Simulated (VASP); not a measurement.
Runs of VASP 6.6.1 on Cu2Te. The structure is hexagonal, space group P6/mmm (No. 191). Conventional cell: a = 4.304 Å, b = 4.304 Å, c = 8.523 Å, α = 90.00°, β = 90.00°, γ = 120.00°. Cu (site symmetry 3m) has 4 Cu at 2.48 to 2.59 Å and 3 Te at 2.67 Å within 3.3 Å. Within 3.5 Å of Te (site symmetry 6mm) lie 6 Cu at 2.67 Å. 

```csv
k mesh,gap on the mesh (eV),pressure (GPa),largest force (eV/Å)
2 × 2 × 1,none,(a),0.59
3 × 3 × 2,none,-5.2,0.17
5 × 5 × 2,none,-5.3,0.43
8 × 8 × 4,none,-5.3,0.39
6 × 6 × 3,none,-5.3,0.40
```

Alike in all rows: task single point; level LDA; potentials or basis VASP PAW LDA potentials, release 64 (Cu, Te); no spin polarisation; cell as given; cutoff (eV) 520; smearing fermi-dirac 0.1 eV.

Estimate the missing entries.

(a) -5.5.

Caveats: some runs use coarse meshes; spin-orbit coupling is left out, which moves the levels of the heavy elements; the cell stands under tension (at least some runs).

A k mesh can miss the band edges, and the runs leave out spin-orbit coupling on Te.

A gap of «none» marks levels without a gap at the run's occupations.
